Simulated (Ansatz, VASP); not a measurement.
**AlN in VASP and in Ansatz**

```xyz
2
Lattice="0.0000 1.9780 1.9384 1.9780 0.0000 1.9384 1.9780 1.9780 0.0000" Properties=species:S:1:pos:R:3 pbc="T T T"
Al    0.0000    0.0000    0.0000
N     1.9780    1.9780    1.9384
```

Change from the starting cell: zz strain of -2 %, crystal datasets.

Alike in both runs: task electric field gradients; functional PBE; k mesh 10 × 10 × 10; occupations fermi-dirac, width 0.02 eV; no spin polarisation.

|  | VASP | Ansatz |
| --- | --- | --- |
| version | VASP 6.6.1 | Ansatz 0.2.0 |
| potentials or method | VASP PAW PBE potentials, release 64 (Al, N), cutoff 520 eV | all-electron PAW with datasets made for the crystal, scalar-relativistic |

|  | VASP | Ansatz | Ansatz less VASP |
| --- | --- | --- | --- |
| gap on the k mesh at the Fermi level (eV) | 4.96 | 4.96 | +0.001 |
| pressure (GPa) | 32.8 | 33.1 | +0.27 |
| traceless stress, the component that is largest in VASP (GPa) | 6.41 | 6.43 | +0.014 |
| size of Vzz on the site where it differs most (V/Å²) | 2.9 | 2.7 | -0.28 |

Both programs put the cell under a high pressure, so it lies far from rest at this level. Ansatz ran all-electron here, and VASP with PAW potentials.
